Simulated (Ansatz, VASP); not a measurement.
One calculation of MgB2, two programs

```
Mg B
1.0
     3.08500    0.00000    0.00000
    -1.54250    2.67169    0.00000
     0.00000    0.00000    3.52300
Mg B
1 2
Direct
  0.00000 0.00000 0.00000
  0.33333 0.66667 0.50000
  0.66667 0.33333 0.50000
```

Alike in both runs: task relaxation of cell and atoms; functional PBE; k mesh 21 × 21 × 16; occupations gaussian, width 0.1 eV; no spin polarisation.

|  | VASP | Ansatz |
| --- | --- | --- |
| version | VASP 6.6.1 | Ansatz 0.2.0 |
| potentials or method | VASP PAW PBE potentials, release 64 (Mg, B), cutoff 600 eV | scalar-relativistic, plane waves, PAW |
| valence electrons in the cell | 8 | 16 |

Ansatz gave:

```
gap on the k mesh at the Fermi level, each at its own relaxed structure (eV) : none
relaxed volume (Å³/atom)                                                     : 9.62
relaxed cell length with the largest relative difference (Å)                 : 3.524
```

Which values does VASP return?

gap on the k mesh at the Fermi level, each at its own relaxed structure (eV): none; relaxed volume (Å³/atom): 9.60; relaxed cell length with the largest relative difference (Å): 3.519.

A gap of «none» marks a metal or a gap that the smearing closes. VASP's potentials hold 8 valence electrons a cell and Ansatz's 16, so a difference there can come from the potentials and not from the codes.
